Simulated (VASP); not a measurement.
# PbO in VASP: notebook

The runs below take PbO through single point, relaxation of shape and atoms at fixed volume, with r2SCAN.

Everything below comes from runs of VASP 6.6.1. Logs are shortened: lines on timing, memory, paths and dates and some standing lists are left out, and cuts for length are marked.

### Step 1. The cell of the first run

The structure is monoclinic, space group Pm (No. 6). Conventional cell: a = 3.511 Å, b = 3.267 Å, c = 3.526 Å, α = 90.00°, β = 119.57°, γ = 90.00°. Pb (site symmetry m) has 6 O at 2.60 to 2.62 Å and 2 Pb at 3.27 Å within 3.4 Å. Within 3.4 Å of O (site symmetry m) lie 6 Pb at 2.60 to 2.62 Å and 2 O at 3.27 Å.

### Step 2. Single point, r2SCAN

POSCAR

```
PbO
1.0
    3.5260750848     -0.0176303754      0.0000000000
   -1.7783058954      3.0624857868      0.0000000000
    0.0000000000      0.0000000000      3.2670639954
Pb O
1 1
Direct
    0.0000000000      0.0000000000      0.0000000000
    0.6666666667      0.3333333333      0.5000000000
```

INCAR.step1

```
SYSTEM = PbO
PREC     = Accurate       ! precision mode
ENCUT    = 520            ! plane-wave cutoff, eV
ISMEAR   = 0              ! smearing method
SIGMA    = 0.05           ! smearing width, eV
LREAL    = .FALSE.        ! projectors in reciprocal space
LASPH    = .TRUE.         ! aspherical terms in the spheres
NELM     = 60             ! most SCF steps
NBANDS   = 17             ! bands
GGA      = PE             ! functional
ALGO     = Normal         ! electronic algorithm
EDIFF    = 1E-4           ! SCF threshold, eV
LWAVE    = .TRUE.         ! write WAVECAR
LCHARG   = .FALSE.        ! write CHGCAR
```

INCAR.step2

```
SYSTEM = PbO
PREC     = Accurate       ! precision mode
ENCUT    = 520            ! plane-wave cutoff, eV
EDIFF    = 1E-6           ! SCF threshold, eV
ISMEAR   = 0              ! smearing method
SIGMA    = 0.05           ! smearing width, eV
LREAL    = .FALSE.        ! projectors in reciprocal space
LASPH    = .TRUE.         ! aspherical terms in the spheres
NELM     = 60             ! most SCF steps
ALGO     = Normal         ! electronic algorithm
ISIF     = 2              ! what is computed and relaxed
LWAVE    = .FALSE.        ! write WAVECAR
LCHARG   = .FALSE.        ! write CHGCAR
METAGGA  = R2SCAN         ! meta-GGA
LMIXTAU  = .TRUE.       
NBANDS   = 17             ! bands
ISTART   = 1
```

KPOINTS

```
Automatic mesh
0
G
  12 12 10
  0 0 0
```

Potentials or basis: VASP PAW PBE potentials, release 64 (Pb_d, O).

Command:

```
cat potpaw_PBE.64/Pb_d/POTCAR potpaw_PBE.64/O/POTCAR > POTCAR
cp INCAR.step1 INCAR
mpirun -np 1 vasp_std > vasp.out
cp INCAR.step2 INCAR
mpirun -np 1 vasp_std > vasp.out
```

OUTCAR:

```text
SYSTEM = PbO
   PREC = Accurate
   ENCUT = 520
   EDIFF = 1E-6
   ISMEAR = 0
   LREAL = .FALSE.
   LASPH = .TRUE.
   NELM = 60
   ISIF = 2
   METAGGA = R2SCAN
   ISTART = 1

 ion  position               nearest neighbor table
   1  0.000  0.000  0.000-   2 2.60   2 2.60   2 2.61   2 2.61   2 2.62   2 2.62
   2  0.667  0.333  0.500-   1 2.60   1 2.60   1 2.61   1 2.61   1 2.62   1 2.62

  LATTYP: Found a simple monoclinic cell.
 ALAT       =     3.5108177987
 B/A-ratio  =     0.9305706484
 C/A-ratio  =     1.0043583469
 COS(beta)  =    -0.4934813925

  Lattice vectors:

 A1 = (   1.7477691894,   3.0448554114,   0.0000000000)
 A2 = (   0.0000000000,   0.0000000000,  -3.2670639954)
 A3 = (  -3.5260750848,   0.0176303754,   0.0000000000)

Analysis of symmetry for initial positions (statically):
=====================================================================
 Subroutine PRICEL returns:
 Original cell was already a primitive cell.

 Routine SETGRP: Setting up the symmetry group for a
 simple monoclinic supercell.

 Subroutine GETGRP returns: Found  2 space group operations
 (whereof  2 operations were pure point group operations)
 out of a pool of  4 trial point group operations.

The static configuration has the point symmetry C_1h.

Analysis of symmetry for dynamics (positions and initial velocities):
=====================================================================
 Subroutine PRICEL returns:
 Original cell was already a primitive cell.

 Routine SETGRP: Setting up the symmetry group for a
 simple monoclinic supercell.

 Subroutine GETGRP returns: Found  2 space group operations
 (whereof  2 operations were pure point group operations)
 out of a pool of  4 trial point group operations.

The dynamic configuration has the point symmetry C_1h.

 Subroutine INISYM returns: Found  2 space group operations
 (whereof  2 operations are pure point group operations),
 and found     1 'primitive' translations

----------------------------------------------------------------------------------------

                                     Primitive cell

  volume of cell :      35.1771

  direct lattice vectors                    reciprocal lattice vectors
     3.526075085 -0.017630375  0.000000000     0.284427246  0.165159509  0.000000000
    -1.778305895  3.062485787  0.000000000     0.001637415  0.327482932  0.000000000
[... 77 lines left out ...]
   ISTART =      1    job   : 0-new  1-cont  2-samecut
   ICHARG =      0    charge: 1-file 2-atom 10-const
   ISPIN  =      1    spin polarized calculation?
   LNONCOLLINEAR =      F non collinear calculations
   LSORBIT =      F    spin-orbit coupling
   LASPH  =      T    aspherical Exc in radial PAW
   ENCUT  =  520.0 eV  38.22 Ry    6.18 a.u.   6.56  6.58  6.07*2*pi/ulx,y,z
   NELM   =     60;   NELMIN=  2; NELMDL=  0     # of ELM steps
   EDIFF  = 0.1E-05   stopping-criterion for ELM
   LREAL  =      F    real-space projection
   EDIFFG = 0.1E-04   stopping-criterion for IOM
   NSW    =      0    number of steps for IOM
   IBRION =     -1    ionic relax: 0-MD 1-quasi-New 2-CG
   NFREE  =      0    steps in history (QN), initial steepest desc. (CG)
   ISIF   =      2    stress and relaxation
   ISYM   =      2    0-nonsym 1-usesym 2-fastsym
   POTIM  = 0.5000    time-step for ionic-motion
   TEBEG  =    0.0;   TEEND  =   0.0 temperature during run
   PSTRESS=    0.0 pullay stress
   NELECT =      20.0000    total number of electrons
   NUPDOWN=      -1.0000    fix difference up-down
   EMIN   =  10.00;   EMAX   =-10.00  energy-range for DOS
   EFERMI =   0.00;   METHOD = LEGACY
   ISMEAR =     0;   SIGMA  =   0.05  broadening in eV -4-tet -1-fermi 0-gaus
   EFERMI_NEDOS =   21; number of points for ismear=-14 and -15
   IALGO  =     38    algorithm
   IMIX   =      4    mixing-type and parameters
     AMIX     =   0.40;   BMIX     =  1.00
     AMIX_MAG =   1.60;   BMIX_MAG =  1.00
  volume/ion in A,a.u.               =      17.59       118.69
  Fermi-wavevector in a.u.,A,eV,Ry     =   1.356224  2.562891 25.025776  1.839343
  Thomas-Fermi vector in A             =   2.483245
   LORBIT       =      0    0 simple, 1 ext, 2 COOP (PROOUT), +10 PAW based schemes
   METAGGA = R2SCAN    functional components
   LHFCALC =     F    Hartree Fock is set to
   AEXX    =    0.0000 exact exchange contribution
   IVDW    =     0    specifies the selected vdW correction
   LEPSILON=     F    determine dielectric tensor
   LRPA    =     F    only Hartree local field effects (RPA)
 non-spin polarized calculation
 Gauss-broadening in eV      SIGMA  =   0.05
  energy-cutoff  :      520.00
  volume of cell :       35.18
 maximum number of plane-waves:       970
 NGX is ok and might be reduce to    28
   NGX = 13   NGY = 13   NGZ = 13

 number of electron      20.0000000 magnetization

 Free energy of the ion-electron system (eV)
  ---------------------------------------------------
  ext. energy  EPLUGINS =         0.00000000
  ---------------------------------------------------
  free energy    TOTEN  =       -64.07408867 eV

  energy without entropy =      -64.07408862  energy(sigma->0) =      -64.07408865

 E-fermi :   6.8624     XC(G=0): -11.3178

 val. band max:        6.7276360159   @ k =   0.3333   0.3333   0.0000
 cond. band min:       6.9908990137   @ k =   0.0000   0.0000   0.5000
 fundamental gap:      0.2632629978
 Fermi energy:         6.8623603333

 k-point     1 :       0.0000    0.0000    0.0000
  band No.  band energies     occupation
      1     -12.2656      2.00000
      2     -10.9288      2.00000
      3     -10.7414      2.00000
      4     -10.7271      2.00000
      5     -10.4349      2.00000
      6     -10.4332      2.00000
[... 457 lines left out ...]
      4     -10.5440      2.00000
      5     -10.4743      2.00000
      6     -10.2647      2.00000
[... 9 lines left out ...]
     16      22.1883      0.00000
     17      23.0978      0.00000

 [... further k-points ...]
[... 5 lines left out ...]
  --------------------------------------------------------------------------------------
  -------------------------------------------------------------------------------------
  Total        0.0307272      0.0330115      0.0497199      0.0171364      0.0000000      0.0000000
  in kB        1.3995026      1.5035401      2.2645397      0.7804938      0.0000000      0.0000000
  external PRESSURE =       1.7225275 kB  Pullay stress =       0.0000000 kB

 VOLUME and BASIS-vectors are now :
 -----------------------------------------------------------------------------
  energy-cutoff  :      520.00
  volume of cell :       35.18
      direct lattice vectors                 reciprocal lattice vectors
     3.526075085 -0.017630375  0.000000000     0.284427246  0.165159509  0.000000000
    -1.778305895  3.062485787  0.000000000     0.001637415  0.327482932  0.000000000
     0.000000000  0.000000000  3.267063995     0.000000000  0.000000000  0.306085219

 POSITION                                       TOTAL-FORCE (eV/Angst)
 -----------------------------------------------------------------------------------
      0.00000      0.00000      0.00000         0.016046     -0.000184      0.000000
      1.75795      1.00908      1.63353        -0.016046      0.000184      0.000000
 -----------------------------------------------------------------------------------
    total drift:                               -0.000064      0.000008     -0.000000

  FREE ENERGIE OF THE ION-ELECTRON SYSTEM (eV)
  ---------------------------------------------------
  free  energy   TOTEN  =       -64.0740886741 eV

  energy  without entropy=      -64.0740886202  energy(sigma->0) =      -64.07408865
```

OUTCAR.step1:

```text
SYSTEM = PbO
   PREC = Accurate
   ENCUT = 520
   ISMEAR = 0
   LREAL = .FALSE.
   LASPH = .TRUE.
[... 705 lines left out ...]
      0.00000      0.00000      0.00000         0.010674     -0.000157      0.000000
      1.75795      1.00908      1.63353        -0.010674      0.000157      0.000000
 -----------------------------------------------------------------------------------
    total drift:                               -0.000087      0.000052     -0.000000

  FREE ENERGIE OF THE ION-ELECTRON SYSTEM (eV)
  ---------------------------------------------------
  free  energy   TOTEN  =       -10.1619886661 eV

  energy  without entropy=      -10.1619418807  energy(sigma->0) =      -10.16196527
```

OSZICAR.step1:

```text
N       E                     dE             d eps       ncg     rms          rms(c)
DAV:   1     0.172347295384E+03    0.17235E+03   -0.10444E+04 15297   0.142E+03
DAV:   2     0.475683087902E+00   -0.17187E+03   -0.16349E+03 16068   0.357E+02
DAV:   3    -0.121549681004E+02   -0.12631E+02   -0.12552E+02 18426   0.104E+02
DAV:   4    -0.124057655533E+02   -0.25080E+00   -0.25065E+00 18740   0.153E+01
DAV:   5    -0.124135611023E+02   -0.77955E-02   -0.77951E-02 20605   0.263E+00    0.859E+00
DAV:   6    -0.104833933892E+02    0.19302E+01   -0.14217E+01 21380   0.284E+01    0.509E+00
DAV:   7    -0.101840710845E+02    0.29932E+00   -0.19188E+00 17858   0.118E+01    0.151E+00
DAV:   8    -0.102266544252E+02   -0.42583E-01   -0.57453E-01 17603   0.760E+00    0.177E+00
DAV:   9    -0.101617280323E+02    0.64926E-01   -0.10221E-01 19134   0.413E+00    0.245E-01
DAV:  10    -0.101622377355E+02   -0.50970E-03   -0.91552E-03 16769   0.726E-01    0.147E-01
DAV:  11    -0.101620207022E+02    0.21703E-03   -0.12702E-03 16930   0.258E-01    0.463E-02
DAV:  12    -0.101619886661E+02    0.32036E-04   -0.72507E-05 11879   0.101E-01
   1 F= -.10161989E+02 E0= -.10161965E+02  d E =-.467854E-04
```

Run time: 22 min. Hardware: 1 thread of Oxide Virtual Turin-like, shared host; peak memory 0.33 GiB.

Results:

```
Free energy            : -64.0741 eV
Pressure               : 0.2 GPa
Largest force          : 0.016 eV/Å
Band gap on the k mesh : 0.26 eV, indirect (least direct gap 0.36 eV)
```

Forces in eV/Å, atoms in the order of the input:
```
Pb   0.016  0.000  0.000
O   -0.016  0.000  0.000
```

Levels at points of the mesh, in eV from the valence-band top:
| k point | band 8 | band 9 | band 10 | band 11 | band 12 | band 13 |
| --- | --- | --- | --- | --- | --- | --- |
| (0.00, 0.00, 0.00) | -2.94 | -2.45 | -2.44 | 6.65 | 6.78 | 8.82 |
| (0.50, 0.00, 0.00) | -3.39 | -2.15 | -2.14 | 1.39 | 6.70 | 8.30 |
| (0.00, 0.50, 0.00) | -3.36 | -2.16 | -2.12 | 1.37 | 6.77 | 8.28 |
| (0.50, 0.50, 0.00) | -3.33 | -2.17 | -2.09 | 1.35 | 6.84 | 8.25 |
| (0.00, 0.00, 0.50) | -2.15 | -2.13 | -0.10 | 0.26 | 8.20 | 8.32 |
| (0.50, 0.00, 0.50) | -4.72 | -4.40 | -2.26 | 2.97 | 3.73 | 5.03 |
| (0.00, 0.50, 0.50) | -4.73 | -4.40 | -2.25 | 3.01 | 3.75 | 5.13 |
| (0.50, 0.50, 0.50) | -4.74 | -4.39 | -2.23 | 3.04 | 3.76 | 5.23 |

Caveat: the PAW data sets were made with another functional, which shifts forces and pressure a little; spin-orbit coupling is left out, which moves the levels of the heavy elements. A k mesh can miss the band edges.

(Part 1 of 2 ends here.)
